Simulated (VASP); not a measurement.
Crystal: As.

```
As
1.0
    -2.62724    2.62724    2.62724
     2.62724   -2.62724    2.62724
     2.62724    2.62724   -2.62724
As
3
Direct
  0.00000 0.50000 0.50000
  0.50000 0.00000 0.50000
  0.50000 0.50000 0.00000
```

* Program: VASP 6.6.1
* Task: relaxation of cell and atoms
* Functional: PBE
* Potentials or basis: VASP PAW PBE potentials, release 64 (As)
* Cutoff: 600 eV
* k mesh: 6 × 6 × 6
* Occupations: gaussian, width 0.1 eV
* Spin: no spin polarisation

At the start: pressure -1.8 GPa; volume 24.18 Å³/atom.

Task: Where does the relaxation end?

Result: Over 3 steps the energy falls by 4.6 meV/atom and the volume is 23.40 Å³/atom (-3.2 %); space group Im-3m (No. 229, to 0.05 Å).

Step by step:
```
step  energy change (eV)  largest force (eV/Å)  pressure (GPa)  volume (Å³)
   1              0.0000                0.0000           -1.84        72.54
   2             -0.0132                0.0000            0.47        69.66
   3             -0.0139                0.0000            0.00        70.19
```

Final structure:
```
As
1.0
    -2.59856    2.59856    2.59856
     2.59856   -2.59856    2.59856
     2.59856    2.59856   -2.59856
As
3
Direct
  0.00000 0.50000 0.50000
  0.50000 0.00000 0.50000
  0.50000 0.50000 0.00000
```
